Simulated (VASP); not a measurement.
Runs of VASP 6.6.1 on W. The structure is that of space group Im-3m (No. 229), or close to it. The cells are those of the table. 

```tsv
task	cell	cutoff (eV)	gap on the mesh (eV)	pressure (GPa)
single point	a = 2.713 Å, angles 109.5°, 1 atom	520	none	7.8
single point	a = 2.729 Å, angles 109.5°, 1 atom	520	none	(b)
relaxation of cell and atoms	relaxed from a = 2.741 Å, angles 109.5°, 1 atom	600	none	0.0
single point	a = 2.705 Å, angles 109.5°, 1 atom	520	none	10.8
relaxation of cell and atoms	relaxed to 15 GPa from a = 2.732 Å, angles 109.5°, 1 atom	600	none	15.0
single point	a = 2.721 Å, angles 109.5°, 1 atom	520	none	4.7
single point	a = 2.732 Å, angles 109.5°, 1 atom	520	none	(a)
single point	a = 2.693 Å, angles 109.5°, 1 atom	520	none	15.9
```

Alike in all rows: level PBEsol; potentials or basis VASP PAW PBE potentials, release 64 (W_sv); no spin polarisation; k mesh 24 × 24 × 24; smearing fermi-dirac 0.08 eV.

Q: Estimate the missing entries.

A: (a) 0.7; (b) 1.7.

Caveats: the PAW data sets were made with another functional, which shifts forces and pressure a little; spin-orbit coupling is left out, which moves the levels of the heavy elements; the cell is relaxed towards a set pressure, so the enthalpy falls and the energy may rise (some runs).

A k mesh can miss the band edges, and the runs leave out spin-orbit coupling on W.

A gap of «none» marks levels without a gap at the run's occupations.
